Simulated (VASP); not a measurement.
# LiCl (P6_3mc) in VASP: single point with HSE06

Aim: the single point of LiCl with HSE06.

All numbers are computed with VASP 6.6.1; they aren't measurements. Logs are shortened: lines on timing, memory, paths and dates and some standing lists are left out, and cuts for length are marked.

## Step 1: The cell of the first run

Symmetry: P6_3mc, No. 186, hexagonal system. The conventional cell has a = 3.894 Å, b = 3.894 Å, c = 6.224 Å, α = 90.00°, β = 90.00°, γ = 120.00°. Within 3.1 Å of Li (site symmetry 3m) lie 4 Cl at 2.37 Å. Within 3.1 Å of Cl (site symmetry 3m) lie 4 Li at 2.37 Å.

## Step 2: Single point, HSE06

Input file POSCAR:

```
LiCl
1.0
    3.8941840841      0.0000000000      0.0000000000
   -1.9470920421      3.3724623438      0.0000000000
    0.0000000000      0.0000000000      6.2244574211
Li Cl
2 2
Direct
    0.3333333333      0.6666666667     -0.0031270717
    0.6666666667      0.3333333333      0.4968729283
    0.3333333333      0.6666666667      0.3781270717
    0.6666666667      0.3333333333      0.8781270717
```

Input file INCAR.step1:

```
  ALGO = Normal
  EDIFF = 1E-5
  ENCUT = 650
  GGA = PE
  GGA_COMPAT = False
  ISIF = 2
  ISMEAR = 0
  KPAR = 4
  LASPH = True
  LCHARG = False
  LREAL = False
  LWAVE = True
  NBANDS = 18
  NELM = 120
  PREC = Accurate
  SIGMA = 0.01
```

Input file INCAR.step2:

```
  ALGO = Normal
  EDIFF = 1E-6
  ENCUT = 650
  GGA = PE
  GGA_COMPAT = False
  HFSCREEN = 0.2079
  ISIF = 2
  ISMEAR = 0
  ISTART = 1
  KPAR = 4
  LASPH = True
  LCHARG = False
  LHFCALC = True
  LREAL = False
  LWAVE = False
  NBANDS = 18
  NELM = 120
  PREC = Accurate
  PRECFOCK = Normal
  SIGMA = 0.01
```

Input file KPOINTS:

```
k-points
0
Gamma
  6 6 4
```

Potentials or basis: VASP PAW PBE potentials, release 64 (Li_sv, Cl).

The run is started by

```
> cat potpaw_PBE.64/Li_sv/POTCAR potpaw_PBE.64/Cl/POTCAR > POTCAR
> cp INCAR.step1 INCAR
> mpirun -np 4 vasp_std > vasp.out
> cp INCAR.step2 INCAR
> mpirun -np 4 vasp_std > vasp.out
```

OUTCAR:

```text
EDIFF = 1E-6
   ENCUT = 650
   GGA = PE
   HFSCREEN = 0.2079
   ISIF = 2
   ISMEAR = 0
   ISTART = 1
   LASPH = True
   LHFCALC = True
   LREAL = False
   NELM = 120
   PREC = Accurate
   PRECFOCK = Normal

 ion  position               nearest neighbor table
   1  0.333  0.667  0.997-   4 2.37   4 2.37   4 2.37   3 2.37
   2  0.667  0.333  0.497-   3 2.37   3 2.37   3 2.37   4 2.37
   3  0.333  0.667  0.378-   2 2.37   2 2.37   2 2.37   1 2.37
   4  0.667  0.333  0.878-   1 2.37   1 2.37   1 2.37   2 2.37

  LATTYP: Found a hexagonal cell.
 ALAT       =     3.8941840841
 C/A-ratio  =     1.5983983517

  Lattice vectors:

 A1 = (   3.8941840841,   0.0000000000,   0.0000000000)
 A2 = (  -1.9470920421,   3.3724623438,   0.0000000000)
 A3 = (   0.0000000000,   0.0000000000,   6.2244574211)

Analysis of symmetry for initial positions (statically):
=====================================================================
 Subroutine PRICEL returns:
 Original cell was already a primitive cell.

 Routine SETGRP: Setting up the symmetry group for a
 hexagonal supercell.

 Subroutine GETGRP returns: Found 12 space group operations
 (whereof  6 operations were pure point group operations)
 out of a pool of 24 trial point group operations.

The static configuration has the point symmetry C_3v.
 The point group associated with its full space group is C_6v.

Analysis of symmetry for dynamics (positions and initial velocities):
=====================================================================
 Subroutine PRICEL returns:
 Original cell was already a primitive cell.

 Routine SETGRP: Setting up the symmetry group for a
 hexagonal supercell.

 Subroutine GETGRP returns: Found 12 space group operations
 (whereof  6 operations were pure point group operations)
 out of a pool of 24 trial point group operations.

The dynamic configuration has the point symmetry C_3v.
 The point group associated with its full space group is C_6v.

 Subroutine INISYM returns: Found 12 space group operations
 (whereof  6 operations are pure point group operations),
 and found     1 'primitive' translations

----------------------------------------------------------------------------------------

                                     Primitive cell

  volume of cell :      81.7457

  direct lattice vectors                    reciprocal lattice vectors
     3.894184084  0.000000000  0.000000000     0.256793202  0.148259624  0.000000000
    -1.947092042  3.372462344  0.000000000     0.000000000  0.296519249  0.000000000
     0.000000000  0.000000000  6.224457421     0.000000000  0.000000000  0.160656573

  length of vectors
     3.894184084  3.894184084  6.224457421     0.296519249  0.296519249  0.160656573

  position of ions in fractional coordinates (direct lattice)
     0.333333333  0.666666667  0.996872928
     0.666666667  0.333333333  0.496872928
     0.333333333  0.666666667  0.378127072
     0.666666667  0.333333333  0.878127072

  ion indices of the primitive-cell ions
   primitive index   ion index
                 1           1
                 2           2
                 3           3
                 4           4

----------------------------------------------------------------------------------------

 KPOINTS: k-points

Automatic generation of k-mesh.
 Grid dimensions read from file:
 generate k-points for:    6    6    4

 Generating k-lattice:

  Cartesian coordinates                     Fractional coordinates (reciprocal lattice)
     0.042798867  0.024709937  0.000000000     0.166666667 -0.000000000  0.000000000
     0.000000000  0.049419875  0.000000000     0.000000000  0.166666667  0.000000000
     0.000000000  0.000000000  0.040164143     0.000000000  0.000000000  0.250000000

  Length of vectors
     0.049419875  0.049419875  0.040164143

  Shift w.r.t. Gamma in fractional coordinates (k-lattice)
     0.000000000  0.000000000  0.000000000

 Subroutine IBZKPT returns following result:
 ===========================================

 Found     21 irreducible k-points:

 Following reciprocal coordinates:
            Coordinates               Weight
  0.000000  0.000000  0.000000      1.000000
  0.166667 -0.000000  0.000000      6.000000
  0.333333 -0.000000  0.000000      6.000000
  0.500000 -0.000000  0.000000      3.000000
  0.166667  0.166667  0.000000      6.000000
  0.333333  0.166667  0.000000     12.000000
[... 13 lines left out ...]
  0.333333  0.166667  0.500000     12.000000
  0.333333  0.333333  0.500000      2.000000
   k-points           NKPTS =     21   k-points in BZ     NKDIM =    144   number of bands    NBANDS=     18
   number of dos      NEDOS =    301   number of ions     NIONS =      4
   total plane-waves  NPLWV =  55296
   dimension x,y,z NGX =    32 NGY =   32 NGZ =   54
   dimension x,y,z NGXF=    64 NGYF=   64 NGZF=  108
   ions per type =               2   2
   NGX,Y,Z   is equivalent  to a cutoff of  13.66, 13.66, 14.42 a.u.
   NGXF,Y,Z  is equivalent  to a cutoff of  27.32, 27.32, 28.85 a.u.
 SYSTEM =  unknown system
   PREC   = accura    normal or accurate (medium, high low for compatibility)
   ISTART =      1    job   : 0-new  1-cont  2-samecut
   ICHARG =      0    charge: 1-file 2-atom 10-const
   ISPIN  =      1    spin polarized calculation?
   LNONCOLLINEAR =      F non collinear calculations
   LSORBIT =      F    spin-orbit coupling
   LASPH  =      T    aspherical Exc in radial PAW
   ENCUT  =  650.0 eV  47.77 Ry    6.91 a.u.   8.10  8.10 12.94*2*pi/ulx,y,z
   NELM   =    120;   NELMIN=  2; NELMDL=  0     # of ELM steps
   EDIFF  = 0.1E-05   stopping-criterion for ELM
   LREAL  =      F    real-space projection
   EDIFFG = 0.1E-04   stopping-criterion for IOM
   NSW    =      0    number of steps for IOM
   IBRION =     -1    ionic relax: 0-MD 1-quasi-New 2-CG
   NFREE  =      0    steps in history (QN), initial steepest desc. (CG)
   ISIF   =      2    stress and relaxation
   ISYM   =      3    0-nonsym 1-usesym 2-fastsym
   POTIM  = 0.5000    time-step for ionic-motion
   TEBEG  =    0.0;   TEEND  =   0.0 temperature during run
   PSTRESS=    0.0 pullay stress
   NELECT =      20.0000    total number of electrons
   NUPDOWN=      -1.0000    fix difference up-down
   EMIN   =  10.00;   EMAX   =-10.00  energy-range for DOS
   EFERMI =   0.00;   METHOD = LEGACY
   ISMEAR =     0;   SIGMA  =   0.01  broadening in eV -4-tet -1-fermi 0-gaus
   EFERMI_NEDOS =   21; number of points for ismear=-14 and -15
   IALGO  =     38    algorithm
   IMIX   =      1    mixing-type and parameters
     AMIX     =   0.40;   BMIX     =  1.00
     AMIX_MAG =   1.60;   BMIX_MAG =  1.00
  volume/ion in A,a.u.               =      20.44       137.91
  Fermi-wavevector in a.u.,A,eV,Ry     =   1.023913  1.934915 14.264324  1.048398
  Thomas-Fermi vector in A             =   2.157672
   LORBIT       =      0    0 simple, 1 ext, 2 COOP (PROOUT), +10 PAW based schemes
   GGA     = PE    functional components
   LHFCALC =     T    Hartree Fock is set to
   PRECFOCK=normal    Normal, Fast or Accurate (Low or Medium for compatibility)
   ENCUT4O =  -1.0   cutoff for four orbital integrals eV
   NKREDX  =     1    reduce k-point grid by
   NKREDY  =     1    reduce k-point grid by
   NKREDZ  =     1    reduce k-point grid by
   AEXX    =    0.2500 exact exchange contribution
   HFSCREEN=    0.2079 screening length (either q_TF or 0.3 A-1)
   HFSCREENC=   0.2079 screening length for correlation (either q_TF or 0.3 A-1)
   ENCUTFOCK=  -1.0 apply spherical cutoff to Coloumb kernel
   IVDW    =     0    specifies the selected vdW correction
   LEPSILON=     F    determine dielectric tensor
   LRPA    =     F    only Hartree local field effects (RPA)
 non-spin polarized calculation
 Gauss-broadening in eV      SIGMA  =   0.01
  energy-cutoff  :      650.00
  volume of cell :       81.75
 maximum number of plane-waves:      3102
  NGX = 28; NGY = 28; NGZ = 40

 number of electron      19.9999995 magnetization

 Free energy of the ion-electron system (eV)
  ---------------------------------------------------
  ext. energy  EPLUGINS =         0.00000000
  ---------------------------------------------------
  free energy    TOTEN  =       -17.00596495 eV

  energy without entropy =      -17.00596495  energy(sigma->0) =      -17.00596495

 E-fermi :  -2.0197     XC(G=0):  -6.4598

 val. band max:       -2.0867726391   @ k =   0.0000   0.0000   0.0000
 cond. band min:       5.2631470904   @ k =   0.0000   0.0000   0.0000
 fundamental gap:      7.3499197294
 Fermi energy:        -2.0196901349

 k-point     1 :       0.0000    0.0000    0.0000
  band No.  band energies     occupation
      1     -47.6877      2.00000
      2     -47.6859      2.00000
      3     -16.0915      2.00000
      4     -15.7335      2.00000
      5      -4.3507      2.00000
      6      -2.5354      2.00000
[... 10 lines left out ...]
     17      10.4080      0.00000
     18      10.4854      0.00000

 k-point     2 :       0.1667   -0.0000    0.0000
  band No.  band energies     occupation
      1     -47.6874      2.00000
      2     -47.6857      2.00000
      3     -16.0241      2.00000
      4     -15.7059      2.00000
      5      -4.1936      2.00000
      6      -2.9504      2.00000
[... 10 lines left out ...]
     17      10.6019      0.00000
     18      10.9713      0.00000

 k-point     3 :       0.3333   -0.0000    0.0000
  band No.  band energies     occupation
      1     -47.6866      2.00000
      2     -47.6855      2.00000
      3     -15.8710      2.00000
      4     -15.6625      2.00000
      5      -3.9112      2.00000
      6      -3.6036      2.00000
[... 349 lines left out ...]
 k-point    20 :       0.3333    0.1667    0.5000
  band No.  band energies     occupation
      1     -47.6858      2.00000
      2     -47.6858      2.00000
      3     -15.7169      2.00000
      4     -15.7169      2.00000
      5      -3.9629      2.00000
      6      -3.9629      2.00000
[... 10 lines left out ...]
     17      11.7048      0.00000
     18      11.7048      0.00000

 k-point    21 :       0.3333    0.3333    0.5000
  band No.  band energies     occupation
      1     -47.6856      2.00000
      2     -47.6856      2.00000
      3     -15.6903      2.00000
      4     -15.6903      2.00000
      5      -3.7594      2.00000
      6      -3.7594      2.00000
[... 10 lines left out ...]
     17      11.8648      0.00000
     18      11.8648      0.00000

------------------------ aborting loop because EDIFF is reached ----------------------------------------

  FORCE on cell =-STRESS in cart. coord.  units (eV):
  Direction    XX          YY          ZZ          XY          YZ          ZX
  --------------------------------------------------------------------------------------
  -------------------------------------------------------------------------------------
  Total        0.0470863      0.0470863      0.0522401     -0.0000000     -0.0000000      0.0000000
  in kB        0.9228699      0.9228699      1.0238804     -0.0000000     -0.0000000      0.0000000
  external PRESSURE =       0.9565401 kB  Pullay stress =       0.0000000 kB

 VOLUME and BASIS-vectors are now :
 -----------------------------------------------------------------------------
  energy-cutoff  :      650.00
  volume of cell :       81.75
      direct lattice vectors                 reciprocal lattice vectors
     3.894184084  0.000000000  0.000000000     0.256793202  0.148259624  0.000000000
    -1.947092042  3.372462344  0.000000000     0.000000000  0.296519249  0.000000000
     0.000000000  0.000000000  6.224457421     0.000000000  0.000000000  0.160656573

 POSITION                                       TOTAL-FORCE (eV/Angst)
 -----------------------------------------------------------------------------------
     -0.00000      2.24831      6.20499        -0.000000     -0.000000      0.000486
      1.94709      1.12415      3.09276         0.000000     -0.000000      0.000486
     -0.00000      2.24831      2.35364        -0.000000     -0.000000     -0.000486
      1.94709      1.12415      5.46586        -0.000000      0.000000     -0.000486
 -----------------------------------------------------------------------------------
    total drift:                                0.000000     -0.000000     -0.000300

  FREE ENERGIE OF THE ION-ELECTRON SYSTEM (eV)
  ---------------------------------------------------
  free  energy   TOTEN  =       -17.0059649542 eV

  energy  without entropy=      -17.0059649542  energy(sigma->0) =      -17.00596495
```

Wall time 21 min (4 MPI ranks of AMD EPYC 7R13 (Zen 3), shared host); peak memory 0.35 GiB.

What came out:

* Free energy: -17.0060 eV
* Pressure: 0.1 GPa
* Band gap on the k mesh: 7.35 eV

Caveat: the structure was generated, so it needn't be the stable form of LiCl; the PAW data sets were made with another functional, which shifts forces and pressure a little.
